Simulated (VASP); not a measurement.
# Ni (Fd-3m) in VASP: a series of runs

Runs on Ni. Level: RPBE. Tasks: single point.

Program: VASP 6.6.1. These are calculated values, not measurements. Logs are shortened: lines on timing, memory, paths and dates and some standing lists are left out, and cuts for length are marked.

### 1 The cell of the first run

The structure is cubic, space group Fd-3m (No. 227). The conventional cell has a = 5.164 Å, b = 5.164 Å, c = 5.164 Å, α = 90.00°, β = 90.00°, γ = 90.00°. Within 3.0 Å of Ni (site symmetry -43m) lie 4 Ni at 2.24 Å.

This isn't the form of Ni at room conditions, which is fcc.

### 2 Single point, RPBE, collinear spin, ferromagnetic start

INCAR reads:

```
PREC = Accurate ; ENCUT = 520
EDIFF = 1E-6 ; ISMEAR = -1
SIGMA = 0.05 ; LREAL = False
LASPH = True ; NELM = 150
ALGO = Normal ; ISIF = 2
LWAVE = False ; LCHARG = False
ISPIN = 2 ; MAGMOM = 0.8 0.8
LORBIT = 11 ; LMAXMIX = 4
GGA = RP ; NBANDS = 21
```

KPOINTS reads:

```
Automatic mesh
0
Gamma
  11 11 11
```

POSCAR reads:

```
Ni
1.0
    0.0000000000      2.5819779920      2.5819779920
    2.5819779920      0.0000000000      2.5819779920
    2.5819779920      2.5819779920      0.0000000000
Ni
2
Direct
    0.1250000000      0.1250000000      0.1250000000
    0.8750000000      0.8750000000      0.8750000000
```

Potentials or basis: VASP PAW PBE potentials, release 64 (Ni).

Run with:

```bash
> cat potpaw_PBE.64/Ni/POTCAR > POTCAR
> mpirun -np 1 vasp_std > vasp.out
```

OUTCAR:

```text
PREC = Accurate
   ENCUT = 520
   EDIFF = 1E-6
   ISMEAR = -1
   LREAL = False
   LASPH = True
   NELM = 150
   ISIF = 2
   ISPIN = 2
   LORBIT = 11
   GGA = RP

 ion  position               nearest neighbor table
   1  0.125  0.125  0.125-   2 2.24   2 2.24   2 2.24   2 2.24
   2  0.875  0.875  0.875-   1 2.24   1 2.24   1 2.24   1 2.24

  LATTYP: Found a face centered cubic cell.
 ALAT       =     5.1639559840

  Lattice vectors:

 A1 = (   0.0000000000,   2.5819779920,   2.5819779920)
 A2 = (   2.5819779920,   0.0000000000,   2.5819779920)
 A3 = (   2.5819779920,   2.5819779920,   0.0000000000)

Analysis of symmetry for initial positions (statically):
=====================================================================
 Subroutine PRICEL returns:
 Original cell was already a primitive cell.

 Routine SETGRP: Setting up the symmetry group for a
 face centered cubic supercell.

 Subroutine GETGRP returns: Found 48 space group operations
 (whereof 12 operations were pure point group operations)
 out of a pool of 48 trial point group operations.

The static configuration has the point symmetry D_3d.
 The point group associated with its full space group is O_h .

Analysis of symmetry for dynamics (positions and initial velocities):
=====================================================================
 Subroutine PRICEL returns:
 Original cell was already a primitive cell.

 Routine SETGRP: Setting up the symmetry group for a
 face centered cubic supercell.

 Subroutine GETGRP returns: Found 48 space group operations
 (whereof 12 operations were pure point group operations)
 out of a pool of 48 trial point group operations.

The dynamic configuration has the point symmetry D_3d.
 The point group associated with its full space group is O_h .

Analysis of structural, dynamic, and magnetic symmetry:
=====================================================================
 Subroutine PRICEL returns:
 Original cell was already a primitive cell.

 Routine SETGRP: Setting up the symmetry group for a
 face centered cubic supercell.

 Subroutine GETGRP returns: Found 48 space group operations
 (whereof 12 operations were pure point group operations)
 out of a pool of 48 trial point group operations.

The overall configuration has the point symmetry D_3d.
 The point group associated with its full space group is O_h .

 Subroutine INISYM returns: Found 48 space group operations
 (whereof 12 operations are pure point group operations),
 and found     1 'primitive' translations

----------------------------------------------------------------------------------------

                                     Primitive cell

  volume of cell :      34.4261

  direct lattice vectors                    reciprocal lattice vectors
     0.000000000  2.581977992  2.581977992    -0.193649985  0.193649985  0.193649985
     2.581977992  0.000000000  2.581977992     0.193649985 -0.193649985  0.193649985
     2.581977992  2.581977992  0.000000000     0.193649985  0.193649985 -0.193649985

  length of vectors
     3.651468294  3.651468294  3.651468294     0.335411613  0.335411613  0.335411613

  position of ions in fractional coordinates (direct lattice)
     0.125000000  0.125000000  0.125000000
     0.875000000  0.875000000  0.875000000

  ion indices of the primitive-cell ions
   primitive index   ion index
                 1           1
                 2           2

----------------------------------------------------------------------------------------

 KPOINTS: Automatic mesh

Automatic generation of k-mesh.
 Grid dimensions read from file:
 generate k-points for:   11   11   11

 Generating k-lattice:

  Cartesian coordinates                     Fractional coordinates (reciprocal lattice)
    -0.017604544  0.017604544  0.017604544     0.090909091  0.000000000  0.000000000
     0.017604544 -0.017604544  0.017604544     0.000000000  0.090909091  0.000000000
     0.017604544  0.017604544 -0.017604544     0.000000000  0.000000000  0.090909091

  Length of vectors
     0.030491965  0.030491965  0.030491965

  Shift w.r.t. Gamma in fractional coordinates (k-lattice)
     0.000000000  0.000000000  0.000000000

 Subroutine IBZKPT returns following result:
 ===========================================

 Found     56 irreducible k-points:

 Following reciprocal coordinates:
            Coordinates               Weight
  0.000000  0.000000  0.000000      1.000000
  0.090909  0.000000  0.000000      8.000000
  0.181818  0.000000  0.000000      8.000000
  0.272727  0.000000  0.000000      8.000000
  0.363636  0.000000  0.000000      8.000000
  0.454545  0.000000  0.000000      8.000000
[... 16 lines left out ...]
 -0.272727  0.181818  0.000000     24.000000
 -0.181818  0.181818  0.000000     12.000000
 [... further k-points ...]
   k-points           NKPTS =     56   k-points in BZ     NKDIM =     56   number of bands    NBANDS=     21
   number of dos      NEDOS =    301   number of ions     NIONS =      2
   total plane-waves  NPLWV =  21952
   dimension x,y,z NGX =    28 NGY =   28 NGZ =   28
   dimension x,y,z NGXF=    56 NGYF=   56 NGZF=   56
   ions per type =               2
   NGX,Y,Z   is equivalent  to a cutoff of  12.75, 12.75, 12.75 a.u.
   NGXF,Y,Z  is equivalent  to a cutoff of  25.50, 25.50, 25.50 a.u.
 SYSTEM =  unknown system
   PREC   = accura    normal or accurate (medium, high low for compatibility)
   ISTART =      0    job   : 0-new  1-cont  2-samecut
   ICHARG =      2    charge: 1-file 2-atom 10-const
   ISPIN  =      2    spin polarized calculation?
   LNONCOLLINEAR =      F non collinear calculations
   LSORBIT =      F    spin-orbit coupling
   LASPH  =      T    aspherical Exc in radial PAW
   ENCUT  =  520.0 eV  38.22 Ry    6.18 a.u.   6.79  6.79  6.79*2*pi/ulx,y,z
   NELM   =    150;   NELMIN=  2; NELMDL= -5     # of ELM steps
   EDIFF  = 0.1E-05   stopping-criterion for ELM
   LREAL  =      F    real-space projection
   EDIFFG = 0.1E-04   stopping-criterion for IOM
   NSW    =      0    number of steps for IOM
   IBRION =     -1    ionic relax: 0-MD 1-quasi-New 2-CG
   NFREE  =      0    steps in history (QN), initial steepest desc. (CG)
   ISIF   =      2    stress and relaxation
   ISYM   =      2    0-nonsym 1-usesym 2-fastsym
   POTIM  = 0.5000    time-step for ionic-motion
   TEBEG  =    0.0;   TEEND  =   0.0 temperature during run
   PSTRESS=    0.0 pullay stress
   NELECT =      20.0000    total number of electrons
   NUPDOWN=      -1.0000    fix difference up-down
   EMIN   =  10.00;   EMAX   =-10.00  energy-range for DOS
   EFERMI =   0.00;   METHOD = LEGACY
   ISMEAR =    -1;   SIGMA  =   0.05  broadening in eV -4-tet -1-fermi 0-gaus
   EFERMI_NEDOS =   21; number of points for ismear=-14 and -15
   IALGO  =     38    algorithm
   IMIX   =      4    mixing-type and parameters
     AMIX     =   0.40;   BMIX     =  1.00
     AMIX_MAG =   1.60;   BMIX_MAG =  1.00
  volume/ion in A,a.u.               =      17.21       116.16
  Fermi-wavevector in a.u.,A,eV,Ry     =   1.366016  2.581395 25.388449  1.865998
  Thomas-Fermi vector in A             =   2.492193
   LORBIT       =     11    0 simple, 1 ext, 2 COOP (PROOUT), +10 PAW based schemes
   GGA     = RP    functional components
   LHFCALC =     F    Hartree Fock is set to
   AEXX    =    0.0000 exact exchange contribution
   IVDW    =     0    specifies the selected vdW correction
   LEPSILON=     F    determine dielectric tensor
   LRPA    =     F    only Hartree local field effects (RPA)
 spin polarized calculation
  energy-cutoff  :      520.00
  volume of cell :       34.43
 maximum number of plane-waves:       942
   NGX = 13   NGY = 13   NGZ = 13

 number of electron      20.0000022 magnetization       1.6063397

 Free energy of the ion-electron system (eV)
  ---------------------------------------------------
  ext. energy  EPLUGINS =         0.00000000
  ---------------------------------------------------
  free energy    TOTEN  =        -7.65815120 eV

  energy without entropy =       -7.62638617  energy(sigma->0) =       -7.64226868

 E-fermi :   4.4969     XC(G=0): -10.3363

 val. band max:        4.4933565570   @ k =  -0.1818   0.0909   0.0000
 cond. band min:       4.4990032884   @ k =   0.4545   0.0000   0.0000
 fundamental gap:      0.0056467314
 Fermi energy:         4.4969120689

 spin component 1

 k-point     1 :       0.0000    0.0000    0.0000
  band No.  band energies     occupation
      1      -1.8440      1.00000
      2       1.4426      1.00000
      3       1.4426      1.00000
      4       1.4520      1.00000
      5       1.4520      1.00000
      6       1.4520      1.00000
[... 13 lines left out ...]
     20      21.1668      0.00000
     21      21.1668      0.00000
[... 529 lines left out ...]
 k-point    24 :      -0.1818    0.1818    0.0000
  band No.  band energies     occupation
      1      -0.4148      1.00000
      2       1.1634      1.00000
      3       1.4323      1.00000
      4       1.4351      1.00000
      5       1.6646      1.00000
      6       1.9490      1.00000
[... 13 lines left out ...]
     20      22.7740      0.00000
     21      25.4344      0.00000

 [... further k-points ...]

 spin component 2

 k-point     1 :       0.0000    0.0000    0.0000
  band No.  band energies     occupation
      1      -1.8707      1.00000
      2       2.1834      1.00000
      3       2.1834      1.00000
      4       2.2315      1.00000
      5       2.2315      1.00000
      6       2.2315      1.00000
[... 13 lines left out ...]
     20      21.1198      0.00000
     21      21.1198      0.00000
[... 529 lines left out ...]
 k-point    24 :      -0.1818    0.1818    0.0000
  band No.  band energies     occupation
      1      -0.4145      1.00000
      2       1.9167      1.00000
      3       2.1631      1.00000
      4       2.2381      1.00000
      5       2.4424      1.00000
      6       2.7296      1.00000
[... 13 lines left out ...]
     20      22.8006      0.00000
     21      25.4583      0.00000

 [... further k-points ...]

------------------------ aborting loop because EDIFF is reached ----------------------------------------

  FORCE on cell =-STRESS in cart. coord.  units (eV):
  Direction    XX          YY          ZZ          XY          YZ          ZX
  --------------------------------------------------------------------------------------
  -------------------------------------------------------------------------------------
  Total        0.0260383      0.0260383      0.0260383      0.0000000      0.0000000     -0.0000000
  in kB        1.2118123      1.2118123      1.2118123      0.0000000      0.0000000     -0.0000000
  external PRESSURE =       1.2118123 kB  Pullay stress =       0.0000000 kB

 VOLUME and BASIS-vectors are now :
 -----------------------------------------------------------------------------
  energy-cutoff  :      520.00
  volume of cell :       34.43
      direct lattice vectors                 reciprocal lattice vectors
     0.000000000  2.581977992  2.581977992    -0.193649985  0.193649985  0.193649985
     2.581977992  0.000000000  2.581977992     0.193649985 -0.193649985  0.193649985
     2.581977992  2.581977992  0.000000000     0.193649985  0.193649985 -0.193649985

 POSITION                                       TOTAL-FORCE (eV/Angst)
 -----------------------------------------------------------------------------------
      0.64549      0.64549      0.64549        -0.000000      0.000000     -0.000000
      4.51846      4.51846      4.51846         0.000000     -0.000000      0.000000
 -----------------------------------------------------------------------------------
    total drift:                                0.000000      0.000000     -0.000000

  FREE ENERGIE OF THE ION-ELECTRON SYSTEM (eV)
  ---------------------------------------------------
  free  energy   TOTEN  =        -7.6581511975 eV

  energy  without entropy=       -7.6263861710  energy(sigma->0) =       -7.64226868

 total charge

# of ion       s       p       d       tot
------------------------------------------
    1        0.526   0.320   8.318   9.164
    2        0.526   0.320   8.318   9.164
--------------------------------------------------
tot          1.052   0.640  16.636  18.328

 magnetization (x)

# of ion       s       p       d       tot
------------------------------------------
    1       -0.014  -0.018   0.844   0.812
    2       -0.014  -0.018   0.844   0.812
--------------------------------------------------
tot         -0.028  -0.035   1.688   1.624
```

Wall time 1.8 min (1 thread of Intel Xeon 8259CL, shared host); peak memory 0.2 GiB.

What came out:

| Quantity | Value |
| --- | --- |
| Free energy | -7.6582 eV |
| Pressure | 0.1 GPa |
| Net moment | 1.61 μB per cell |
| Site moments | Ni +0.81 μB |
| Valence electrons inside the program's atomic spheres | Ni 9.16 |

Levels at points of the mesh, in eV from the Fermi level:
Spin up:
```tsv
k point	band 9	band 10	band 11	band 12	band 13	band 14
(0.00, 0.00, 0.00)	-1.70	-0.82	-0.82	11.29	11.29	11.29
```
Spin down:
```csv
k point,band 6,band 7,band 8,band 9,band 10,band 11,band 12,band 13
"(0.00, 0.00, 0.00)",-2.27,-0.83,-0.83,-0.83,0.10,0.10,11.42,11.42
```

Caveat: the PAW data sets were made with another functional, which shifts forces and pressure a little.

### 3 Single point, RPBE, collinear spin, ferromagnetic start (15.15 Å³/atom)

This run uses another cell than the first one, of 15.15 Å³/atom.

INCAR reads:

```
  ALGO = Normal
  EDIFF = 1E-6
  ENCUT = 520
  GGA = RP
  ISIF = 2
  ISMEAR = -1
  ISPIN = 2
  LASPH = T
  LCHARG = F
  LMAXMIX = 4
  LORBIT = 11
  LREAL = F
  LWAVE = F
  MAGMOM = 0.852 0.852
  NBANDS = 21
  NELM = 150
  PREC = Accurate
  SIGMA = 0.05
```

KPOINTS reads:

```
k-points
0
Gamma
  12 12 12
```

POSCAR reads:

```
Ni
1.0
    0.0000000000      2.4742681243      2.4742681243
    2.4742681243      0.0000000000      2.4742681243
    2.4742681243      2.4742681243      0.0000000000
Ni
2
Direct
    0.1250000000      0.1250000000      0.1250000000
    0.8750000000      0.8750000000      0.8750000000
```

Potentials or basis: VASP PAW PBE potentials, release 64 (Ni).

Run with:

```bash
> cat potpaw_PBE.64/Ni/POTCAR > POTCAR
> mpirun -np 1 vasp_std > vasp.out
```

Wall time 3.3 min (1 thread of Intel Xeon 8259CL, shared host); peak memory 0.21 GiB.

Results (log left out):

```
Free energy                                           : -7.5007 eV
Pressure                                              : 13.7 GPa
Net moment                                            : 1.55 μB per cell
Site moments                                          : Ni +0.78 μB
Valence electrons inside the program's atomic spheres : Ni 9.33
```

Levels at points of the mesh, in eV from the Fermi level:
Spin up:
| k point | band 9 | band 10 | band 11 | band 12 | band 13 | band 14 |
| --- | --- | --- | --- | --- | --- | --- |
| (0.00, 0.00, 0.00) | -1.84 | -0.78 | -0.78 | 12.47 | 12.47 | 12.47 |
| (0.50, 0.00, 0.00) | -1.48 | -0.94 | -0.94 | 0.46 | 9.07 | 9.07 |
| (0.50, 0.50, 0.00) | -0.80 | -0.80 | 1.04 | 1.04 | 4.62 | 4.62 |
Spin down:
```tsv
k point	band 6	band 7	band 8	band 9	band 10	band 11	band 12	band 13
(0.00, 0.00, 0.00)	-2.68	-1.01	-1.01	-1.01	0.14	0.14	12.59	12.59
(0.50, 0.00, 0.00)	-2.65	-1.69	-0.63	-0.63	-0.01	-0.01	1.17	9.15
(0.50, 0.50, 0.00)	-2.15	-1.26	-1.26	0.14	0.14	1.54	1.54	4.58
```

Caveat: the cell stands under pressure; the PAW data sets were made with another functional, which shifts forces and pressure a little.
